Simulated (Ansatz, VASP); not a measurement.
**Cu in VASP and in Ansatz**

The input INCAR:

```
SYSTEM = Cu
PREC = Accurate ; ENCUT = 600
EDIFF = 1E-6 ; ISMEAR = 0
SIGMA = 0.1 ; LREAL = .False.
LASPH = .True. ; NELM = 120
ALGO = Normal ; ISIF = 2
LWAVE = .False. ; LCHARG = .False.
GGA = PE ; NBANDS = 18
GGA_COMPAT = .False.
```

KPOINTS

```
Automatic mesh
0
Gamma
  6 6 4
  0 0 0
```

File POSCAR:

```
Cu
1.0
    2.5340966698      0.0000000000      0.0000000000
   -1.2670483349      2.1945920917      0.0000000000
    0.0000000000      0.0000000000      4.1125710000
Cu
2
Direct
    0.3333333333      0.6666666667      0.2500000000
    0.6666666667      0.3333333333      0.7500000000
```

Input for Ansatz:

```yaml
crystal:
  lattice:
    - [2.5340966698, 0.0, 0.0]
    - [-1.2670483349, 2.1945920917, 0.0]
    - [0.0, 0.0, 4.112571]
  atoms:
    - { symbol: Cu, position: [0.3333333333, 0.6666666667, 0.25] }
    - { symbol: Cu, position: [0.6666666667, 0.3333333333, 0.75] }
basis:
  ecutwfc: 420
  ecutrho_ratio: 4
kpoints:
  mp_grid: { grid: [6, 6, 4] }
hamiltonian:
  xc: pbe
scf:
  occupations: { method: gaussian, width: 0.1 }
output:
  forces: true
  stress: true
  eigenvalues: true
```

Alike in both runs: task single point; functional PBE; k mesh 6 × 6 × 4; occupations gaussian, width 0.1 eV; no spin polarisation.

|  | VASP | Ansatz |
| --- | --- | --- |
| version | VASP 6.6.1 | Ansatz 0.2.0 |
| potentials or method | VASP PAW PBE potentials, release 64 (Cu), cutoff 600 eV | scalar-relativistic, plane waves, PAW |
| valence electrons in the cell | 22 | 38 |

Ansatz gave:

```
gap on the k mesh at the Fermi level (eV)                     : none
pressure (GPa)                                                : 7.6
traceless stress, the component that is largest in VASP (GPa) : -1.17
```

**Question.** What did VASP give for the same quantities?

**Answer.** gap on the k mesh at the Fermi level (eV): none; pressure (GPa): 8.2; traceless stress, the component that is largest in VASP (GPa): -1.20.

A gap of «none» marks a metal or a gap that the smearing closes. VASP's potentials hold 22 valence electrons a cell and Ansatz's 38, so a difference there can come from the potentials and not from the codes.

The k mesh is coarse, so the values compare programs but aren't converged.
